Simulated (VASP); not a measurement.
SnTe, 2 atoms in the cell. The structure is orthorhombic, space group Imm2 (No. 44). The conventional cell has a = 5.107 Å, b = 5.107 Å, c = 7.222 Å, α = 90.00°, β = 90.00°, γ = 90.00°. Sn (site symmetry mm2) has 4 Te at 3.12 to 3.13 Å within 4.1 Å. Within 4.1 Å of Te (site symmetry mm2) lie 4 Sn at 3.12 to 3.13 Å. 

```yaml
Program: VASP 6.6.1
Task: single point
Functional: r2SCAN
Potentials_or_basis: VASP PAW PBE potentials, release 64 (Sn_d, Te)
Cutoff: 520 eV
k_mesh: 4 × 4 × 4
Occupations: gaussian, width 0.01 eV
Spin: no spin polarisation
Dipole_correction: no
Further_INCAR_settings: ALGO = Normal; EDIFF = 1e-06; NBANDS = 17
```

Potentials or basis: VASP PAW PBE potentials, release 64 (Sn_d, Te).

Run with:

```bash
$ cat potpaw_PBE.64/Sn_d/POTCAR potpaw_PBE.64/Te/POTCAR > POTCAR
$ cp INCAR.step1 INCAR
$ mpirun -np 1 vasp_std > vasp.out
$ cp INCAR.step2 INCAR
$ mpirun -np 1 vasp_std > vasp.out
```

Hardware: 1 thread of Intel(R) Xeon(R) 6975P-C (Granite Rapids) (shared host).

Question: How long does it take, and how much memory?

Answer: Wall time 65 s on 1 thread of Intel(R) Xeon(R) 6975P-C (Granite Rapids), on a shared host, peak memory 0.26 GiB. Counts: k points 18.
